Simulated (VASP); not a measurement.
# H2CO in VASP: a series of runs

H2CO is run at these levels: PBE; tasks: single point.

All numbers are computed with VASP 6.6.1; they aren't measurements. Logs are shortened: lines on timing, memory, paths and dates and some standing lists are left out, and cuts for length are marked.

### Step 1. The cell of the first run

The cell holds an amorphous packing of atoms, 32 atoms: a = 8.593 Å, b = 8.593 Å, c = 8.593 Å, α = 90.00°, β = 90.00°, γ = 90.00°.

### Step 2. Single point, PBE

Contents of INCAR:

```
ALGO = Normal ; EDIFF = 1E-6
ENCUT = 520 ; GGA = PE
GGA_COMPAT = F ; ISIF = 2
ISMEAR = -1 ; LASPH = T
LCHARG = F ; LREAL = Auto
LWAVE = F ; NBANDS = 70
NELM = 120 ; PREC = Accurate
SIGMA = 0.05
```

Contents of KPOINTS:

```
k-points
0
Gamma
  1 1 1
```

Contents of POSCAR:

```
H2CO
1.0
    8.5925300000      0.0000000000      0.0000000000
    0.0000000000      8.5925300000      0.0000000000
    0.0000000000      0.0000000000      8.5925300000
O C H
8 8 16
Direct
    0.2885878781      0.4336324691      0.8563833935
    0.9845412236      0.9755333994      0.1032408383
    0.9412827188      0.4334578989      0.2489138822
    0.6449322842      0.3770251602      0.7150862435
    0.5567743144      0.0845618229      0.2462022245
    0.5686567286      0.5953310608      0.2466328311
    0.1834034912      0.0076927285      0.6442107272
    0.7568434442      0.8897728608      0.7121185495
    0.2983870874      0.4718866271      0.7233026827
    0.9979482178      0.8388099896      0.0898338440
    0.9912447207      0.3053349828      0.2449336808
    0.6771230359      0.3146453955      0.5917581900
    0.5354651075      0.0543262578      0.1135637583
    0.5560876715      0.5416681699      0.1165663664
    0.1100723535      0.0699444750      0.7408993626
    0.6879114766      0.8215158981      0.6083307245
    0.2908572912      0.5987060854      0.6926015970
    0.3231993371      0.3896058553      0.6254967978
    1.1142934619      0.7815393138      0.0916260985
    0.8983500785      0.7555865385      0.0665578124
    1.0461063272      0.2512647614      0.1458127001
    0.9993796938      0.2402668364      0.3547499980
    0.6720372230      0.3817152806      0.4803125506
    0.7244664843      0.1915617403      0.5894538628
    0.6289882025      0.0842010444      0.0125690571
    0.4312466759     -0.0119056902      0.0664297943
    0.5796895676      0.6139635241      0.0146755379
    0.5241413181      0.4232280830      0.0815941289
   -0.0126505232      0.1274944632      0.7286328939
    0.1630835156      0.0841428543      0.8550566597
    0.7514899570      0.7870673713      0.4986657015
    0.5647812693      0.8049899157      0.6077837377
```

Potentials or basis: VASP PAW PBE potentials, release 64 (O, C, H).

Command:

```bash
> cat potpaw_PBE.64/O/POTCAR potpaw_PBE.64/C/POTCAR potpaw_PBE.64/H/POTCAR > POTCAR
> mpirun -np 1 vasp_gam > vasp.out
```

OUTCAR:

```text
EDIFF = 1E-6
   ENCUT = 520
   GGA = PE
   ISIF = 2
   ISMEAR = -1
   LASPH = T
   LREAL = Auto
   NELM = 120
   PREC = Accurate

 ion  position               nearest neighbor table
   1  0.289  0.434  0.856-   9 1.19
   2  0.985  0.976  0.103-  10 1.19
   3  0.941  0.433  0.249-  11 1.18
   4  0.645  0.377  0.715-  12 1.22
   5  0.557  0.085  0.246-  13 1.18
   6  0.569  0.595  0.247-  14 1.21
   7  0.183  0.008  0.644-  15 1.17
   8  0.757  0.890  0.712-  16 1.22
   9  0.298  0.472  0.723-  18 1.12  17 1.12   1 1.19
  10  0.998  0.839  0.090-  19 1.11  20 1.13   2 1.19
  11  0.991  0.305  0.245-  21 1.08  22 1.10   3 1.18
  12  0.677  0.315  0.592-  23 1.12  24 1.13   4 1.22
  13  0.535  0.054  0.114-  26 1.14   5 1.18  25 1.21
  14  0.556  0.542  0.117-  27 1.09  28 1.10   6 1.21
  15  0.110  0.070  0.741-  30 1.09  29 1.17   7 1.17
  16  0.688  0.822  0.608-  32 1.07  31 1.13   8 1.22
  17  0.291  0.599  0.693-   9 1.12
  18  0.323  0.390  0.625-   9 1.12
  19  0.114  0.782  0.092-  10 1.11
  20  0.898  0.756  0.067-  10 1.13
  21  0.046  0.251  0.146-  11 1.08
  22  0.999  0.240  0.355-  11 1.10
[... 8 lines left out ...]
  31  0.751  0.787  0.499-  16 1.13
  32  0.565  0.805  0.608-  16 1.07

  LATTYP: Found a simple cubic cell.
 ALAT       =     8.5925300000

  Lattice vectors:

 A1 = (   8.5925300000,   0.0000000000,   0.0000000000)
 A2 = (   0.0000000000,   8.5925300000,   0.0000000000)
 A3 = (   0.0000000000,   0.0000000000,   8.5925300000)

Analysis of symmetry for initial positions (statically):
=====================================================================
 Subroutine PRICEL returns:
 Original cell was already a primitive cell.

 Routine SETGRP: Setting up the symmetry group for a
 simple cubic supercell.

 Subroutine GETGRP returns: Found  1 space group operations
 (whereof  1 operations were pure point group operations)
 out of a pool of 48 trial point group operations.

The static configuration has the point symmetry C_1 .

Analysis of symmetry for dynamics (positions and initial velocities):
=====================================================================
 Subroutine PRICEL returns:
 Original cell was already a primitive cell.

 Routine SETGRP: Setting up the symmetry group for a
 simple cubic supercell.

 Subroutine GETGRP returns: Found  1 space group operations
 (whereof  1 operations were pure point group operations)
 out of a pool of 48 trial point group operations.

The dynamic configuration has the point symmetry C_1 .

 Subroutine INISYM returns: Found  1 space group operations
 (whereof  1 operations are pure point group operations),
 and found     1 'primitive' translations

----------------------------------------------------------------------------------------

                                     Primitive cell

  volume of cell :     634.4000

  direct lattice vectors                    reciprocal lattice vectors
     8.592530000  0.000000000  0.000000000     0.116380158  0.000000000  0.000000000
     0.000000000  8.592530000  0.000000000     0.000000000  0.116380158  0.000000000
     0.000000000  0.000000000  8.592530000     0.000000000  0.000000000  0.116380158

  length of vectors
     8.592530000  8.592530000  8.592530000     0.116380158  0.116380158  0.116380158

  position of ions in fractional coordinates (direct lattice)
     0.288587878  0.433632469  0.856383394
     0.984541224  0.975533399  0.103240838
     0.941282719  0.433457899  0.248913882
     0.644932284  0.377025160  0.715086243
     0.556774314  0.084561823  0.246202225
     0.568656729  0.595331061  0.246632831
[... 24 lines left out ...]
     0.751489957  0.787067371  0.498665702
     0.564781269  0.804989916  0.607783738

  ion indices of the primitive-cell ions
   primitive index   ion index
                 1           1
                 2           2
                 3           3
                 4           4
                 5           5
                 6           6
[... 24 lines left out ...]
                31          31
                32          32

----------------------------------------------------------------------------------------

 KPOINTS: k-points

Automatic generation of k-mesh.
 Grid dimensions read from file:
 generate k-points for:    1    1    1

 Generating k-lattice:

  Cartesian coordinates                     Fractional coordinates (reciprocal lattice)
     0.116380158  0.000000000  0.000000000     1.000000000  0.000000000  0.000000000
     0.000000000  0.116380158  0.000000000     0.000000000  1.000000000  0.000000000
     0.000000000  0.000000000  0.116380158     0.000000000  0.000000000  1.000000000

  Length of vectors
     0.116380158  0.116380158  0.116380158

  Shift w.r.t. Gamma in fractional coordinates (k-lattice)
     0.000000000  0.000000000  0.000000000

 Subroutine IBZKPT returns following result:
 ===========================================

 Found      1 irreducible k-points:

 Following reciprocal coordinates:
            Coordinates               Weight
  0.000000  0.000000  0.000000      1.000000
   k-points           NKPTS =      1   k-points in BZ     NKDIM =      1   number of bands    NBANDS=     70
   number of dos      NEDOS =    301   number of ions     NIONS =     32
   total plane-waves  NPLWV = 262144
   dimension x,y,z NGX =    64 NGY =   64 NGZ =   64
   dimension x,y,z NGXF=   128 NGYF=  128 NGZF=  128
   ions per type =               8   8  16
   NGX,Y,Z   is equivalent  to a cutoff of  12.38, 12.38, 12.38 a.u.
   NGXF,Y,Z  is equivalent  to a cutoff of  24.77, 24.77, 24.77 a.u.
 SYSTEM =  unknown system
   PREC   = accura    normal or accurate (medium, high low for compatibility)
   ISTART =      0    job   : 0-new  1-cont  2-samecut
   ICHARG =      2    charge: 1-file 2-atom 10-const
   ISPIN  =      1    spin polarized calculation?
   LNONCOLLINEAR =      F non collinear calculations
   LSORBIT =      F    spin-orbit coupling
   LASPH  =      T    aspherical Exc in radial PAW
   ENCUT  =  520.0 eV  38.22 Ry    6.18 a.u.  15.98 15.98 15.98*2*pi/ulx,y,z
   NELM   =    120;   NELMIN=  2; NELMDL= -5     # of ELM steps
   EDIFF  = 0.1E-05   stopping-criterion for ELM
   LREAL  =      T    real-space projection
   EDIFFG = 0.1E-04   stopping-criterion for IOM
   NSW    =      0    number of steps for IOM
   IBRION =     -1    ionic relax: 0-MD 1-quasi-New 2-CG
   NFREE  =      0    steps in history (QN), initial steepest desc. (CG)
   ISIF   =      2    stress and relaxation
   ISYM   =      2    0-nonsym 1-usesym 2-fastsym
   POTIM  = 0.5000    time-step for ionic-motion
   TEBEG  =    0.0;   TEEND  =   0.0 temperature during run
   PSTRESS=    0.0 pullay stress
   NELECT =      96.0000    total number of electrons
   NUPDOWN=      -1.0000    fix difference up-down
   EMIN   =  10.00;   EMAX   =-10.00  energy-range for DOS
   EFERMI =   0.00;   METHOD = LEGACY
   ISMEAR =    -1;   SIGMA  =   0.05  broadening in eV -4-tet -1-fermi 0-gaus
   EFERMI_NEDOS =   21; number of points for ismear=-14 and -15
   IALGO  =     38    algorithm
   IMIX   =      4    mixing-type and parameters
     AMIX     =   0.40;   BMIX     =  1.00
     AMIX_MAG =   1.60;   BMIX_MAG =  1.00
  volume/ion in A,a.u.               =      19.82       133.79
  Fermi-wavevector in a.u.,A,eV,Ry     =   0.872390  1.648579 10.354917  0.761065
  Thomas-Fermi vector in A             =   1.991633
   LORBIT       =      0    0 simple, 1 ext, 2 COOP (PROOUT), +10 PAW based schemes
   GGA     = PE    functional components
   LHFCALC =     F    Hartree Fock is set to
   AEXX    =    0.0000 exact exchange contribution
   IVDW    =     0    specifies the selected vdW correction
   LEPSILON=     F    determine dielectric tensor
   LRPA    =     F    only Hartree local field effects (RPA)
 non-spin polarized calculation
  energy-cutoff  :      520.00
  volume of cell :      634.40
 maximum number of plane-waves:      8536
 NGX is ok and might be reduce to    64
   NGX = 31   NGY = 31   NGZ = 31

 number of electron      96.0000011 magnetization

 Free energy of the ion-electron system (eV)
  ---------------------------------------------------
  ext. energy  EPLUGINS =         0.00000000
  ---------------------------------------------------
  free energy    TOTEN  =      -177.34450593 eV

  energy without entropy =     -177.34450593  energy(sigma->0) =     -177.34450593

 E-fermi :  -2.5519     XC(G=0):  -5.2158

 val. band max:       -3.8138929827   @ k =   0.0000   0.0000   0.0000
 cond. band min:      -0.6182660950   @ k =   0.0000   0.0000   0.0000
 fundamental gap:      3.1956268877
 Fermi energy:        -2.5518743234

 k-point     1 :       0.0000    0.0000    0.0000
  band No.  band energies     occupation
      1     -25.0304      2.00000
      2     -24.9882      2.00000
      3     -24.9366      2.00000
      4     -24.9189      2.00000
      5     -24.7907      2.00000
      6     -24.4486      2.00000
[... 52 lines left out ...]
     59       2.3230      0.00000
     60       2.5452      0.00000
 [bands above 60 left out]

------------------------ aborting loop because EDIFF is reached ----------------------------------------

  FORCE on cell =-STRESS in cart. coord.  units (eV):
  Direction    XX          YY          ZZ          XY          YZ          ZX
  --------------------------------------------------------------------------------------
  -------------------------------------------------------------------------------------
  Total        0.3064560      6.9996940      8.1715898     -2.3441669      1.2484316     -1.1907301
  in kB        0.7739546     17.6777287     20.6373519     -5.9201941      3.1529144     -3.0071892
  external PRESSURE =      13.0296784 kB  Pullay stress =       0.0000000 kB

 VOLUME and BASIS-vectors are now :
 -----------------------------------------------------------------------------
  energy-cutoff  :      520.00
  volume of cell :      634.40
      direct lattice vectors                 reciprocal lattice vectors
     8.592530000  0.000000000  0.000000000     0.116380158  0.000000000  0.000000000
     0.000000000  8.592530000  0.000000000     0.000000000  0.116380158  0.000000000
     0.000000000  0.000000000  8.592530000     0.000000000  0.000000000  0.116380158

 POSITION                                       TOTAL-FORCE (eV/Angst)
 -----------------------------------------------------------------------------------
      2.47970      3.72600      7.35850        -0.295817     -0.947903      1.960899
      8.45970      8.38230      0.88710        -0.467202      2.536249      0.338601
      8.08800      3.72450      2.13880        -1.460678      3.210134     -0.417328
      5.54160      3.23960      6.14440        -0.192802      0.002527      0.102922
      4.78410      0.72660      2.11550         0.174027      0.579098      2.350154
      4.88620      5.11540      2.11920        -0.167530     -0.351768      0.474141
[... 24 lines left out ...]
      6.45720      6.76290      4.28480        -0.233849     -0.175616      0.366192
      4.85290      6.91690      5.22240        -1.456463     -0.360662      0.196466
 -----------------------------------------------------------------------------------
    total drift:                                0.009866      0.014660      0.009689

  FREE ENERGIE OF THE ION-ELECTRON SYSTEM (eV)
  ---------------------------------------------------
  free  energy   TOTEN  =      -177.3445059318 eV

  energy  without entropy=     -177.3445059317  energy(sigma->0) =     -177.34450593
```

It took 46 s on 1 thread of Intel Xeon 6975P-C (Granite Rapids), shared host; peak memory 0.53 GiB.

Results:

| Property | Result |
| --- | --- |
| Free energy | -177.3445 eV |
| Pressure | 1.3 GPa |
| Largest force | 4.294 eV/Å |
| Band gap on the k mesh | 3.20 eV |

Forces in eV/Å, atoms in the order of the input:
```
O   -0.296 -0.948  1.961
O   -0.467  2.536  0.339
O   -1.461  3.210 -0.417
O   -0.193  0.003  0.103
O    0.174  0.579  2.350
O   -0.168 -0.352  0.474
O    1.553 -1.875 -3.408
O   -0.152 -0.166  0.247
C    0.506  1.159 -1.759
C    0.119 -2.960 -0.669
C    1.378 -1.957  1.107
C    0.673 -0.072 -0.029
C    0.941 -0.575 -4.100
C    0.251  0.493 -0.373
C   -2.492  2.379  2.563
C    1.806  0.656 -0.843
H   -0.067 -0.169 -0.265
H   -0.184 -0.023  0.095
H    0.143 -0.114  0.126
H    0.167  0.404  0.217
H    0.185 -0.414 -1.065
H   -0.082 -0.774  0.379
H   -0.125 -0.302  0.009
H   -0.335  0.425 -0.141
H   -1.231 -0.268  1.389
H    0.157  0.272  0.389
H    0.147  0.560 -0.601
H   -0.227 -0.685  0.515
H    0.986 -0.692 -0.238
H   -0.018  0.205  1.085
H   -0.234 -0.176  0.366
H   -1.456 -0.361  0.196
```

Levels at points of the mesh, in eV from the valence-band top:
```tsv
k point	band 45	band 46	band 47	band 48	band 49	band 50	band 51	band 52
(0.00, 0.00, 0.00)	-0.17	-0.13	-0.03	0.00	3.20	3.28	3.35	3.46
```

Caveat: the k points lie up to 0.73 Å⁻¹ apart.

### Step 3. Single point, PBE

Contents of INCAR:

```
ALGO = Normal
EDIFF = 1E-6
ENCUT = 520
GGA = PE
GGA_COMPAT = False
ISIF = 2
ISMEAR = -1
LASPH = True
LCHARG = True
LELF = True
LREAL = Auto
LVHAR = True
LWAVE = False
NBANDS = 70
NELM = 120
PREC = Accurate
SIGMA = 0.05
```

KPOINTS is that of step 2.

Contents of POSCAR:

```
H2CO
1.0
    8.5925300000      0.0000000000      0.0000000000
    0.0000000000      8.5925300000      0.0000000000
    0.0000000000      0.0000000000      8.5925300000
O C H
8 8 16
Direct
    0.2755998524      0.4293264033      0.8668110556
    0.9939563784      0.9777562604      0.0995515873
    0.9215795581      0.4199927146      0.2796382439
    0.6410102729      0.4122534341      0.7047633235
    0.5514091891      0.0859118327      0.2370081920
    0.5835184748      0.5601377010      0.2413840859
    0.1710439184      0.0142100173      0.6600500667
    0.7610214919      0.8688826225      0.7145159807
    0.2990271783      0.4665796919      0.7321010226
    1.0098771840      0.8400668953      0.0795691141
    0.9854722649      0.2948491306      0.2520677845
    0.6868756932      0.3524107568      0.5860090102
    0.5338357853      0.0246260415      0.1078378545
    0.5290292847      0.5462535481      0.1153792888
    0.1220362338      0.1093507966      0.7534567816
    0.6953016166      0.8210620155      0.6017552455
    0.2896352995      0.5975888359      0.6965585223
    0.3377119428      0.3797368179      0.6421973505
    1.0973717869      0.7670616221      0.1484661677
    0.9412128907      0.7715422582     -0.0103229200
    1.0041745563      0.2422103851      0.1385971303
    1.0357484932      0.2270576885      0.3469641654
    0.6751445733      0.4096232425      0.4778918433
    0.7404338420      0.2310262519      0.5739287497
    0.5931198378      0.0629849416      0.0025720015
    0.4695939380     -0.0901131564      0.0951058652
    0.5365474430      0.6445831437      0.0238928465
    0.4717935230      0.4373566342      0.0707242221
    0.0723768203      0.2281982140      0.7196716217
    0.1105844262      0.0816174049      0.8785421756
    0.7162616831      0.7098374984      0.5470100192
    0.5952379567      0.8878060362      0.5521074701
```

Potentials or basis: VASP PAW PBE potentials, release 64 (O, C, H).

Command:

```bash
> cat potpaw_PBE.64/O/POTCAR potpaw_PBE.64/C/POTCAR potpaw_PBE.64/H/POTCAR > POTCAR
> mpirun -np 1 vasp_gam > vasp.out
```

Run time: 51 s. Hardware: 1 thread of Intel Xeon 6975P-C (Granite Rapids), shared host; peak memory 0.53 GiB.

The run converged. Its results:

```yaml
Free_energy: -177.5176 eV
Pressure: 0.2 GPa
Largest_force: 3.144 eV/Å
Band_gap_on_the_k_mesh: 3.07 eV
```

Forces in eV/Å, atoms in the order of the input:
```
O   -0.155 -0.183 -0.030
O   -0.130  0.911  0.145
O    0.258 -0.654 -0.480
O   -0.094  0.026  1.093
O   -0.328 -0.425 -1.506
O    0.765  0.284  2.339
O    0.053  0.439  0.107
O    1.346  0.574  1.690
C    0.317  1.276 -0.187
C    0.318 -2.051 -0.208
C   -0.179  1.154  0.742
C    0.469 -1.516 -0.049
C    0.210 -0.698  1.941
C   -0.726  0.095 -3.058
C   -0.677  0.163 -0.313
C   -1.956  0.326 -1.020
H    0.073 -1.347  0.063
H   -0.287  0.335  0.127
H   -0.446  0.460 -0.269
H    0.202  0.419  0.357
H   -0.209  0.118 -0.825
H    0.205 -0.499  0.619
H   -0.123  0.927 -1.720
H   -0.214  0.534  0.619
H    0.209  0.588 -0.528
H   -0.037  0.568  0.105
H   -0.121 -0.550  0.533
H    0.077  0.187  0.244
H    0.416 -0.661 -0.048
H    0.175  0.072  0.183
H    0.534 -0.922 -0.417
H    0.053  0.051 -0.249
```

Stress tensor (GPa, compression positive):
```
 0.03  0.28  0.36
 0.28 -0.74 -0.25
 0.36 -0.25  1.27
```

Levels at points of the mesh, in eV from the valence-band top:
```
           k point  band 44  band 45  band 46  band 47  band 48  band 49  band 50  band 51  band 52  band 53
(0.00, 0.00, 0.00)    -0.25    -0.17    -0.09    -0.07     0.00     3.07     3.14     3.22     3.39     3.41
```

Caveat: the k points lie up to 0.73 Å⁻¹ apart.
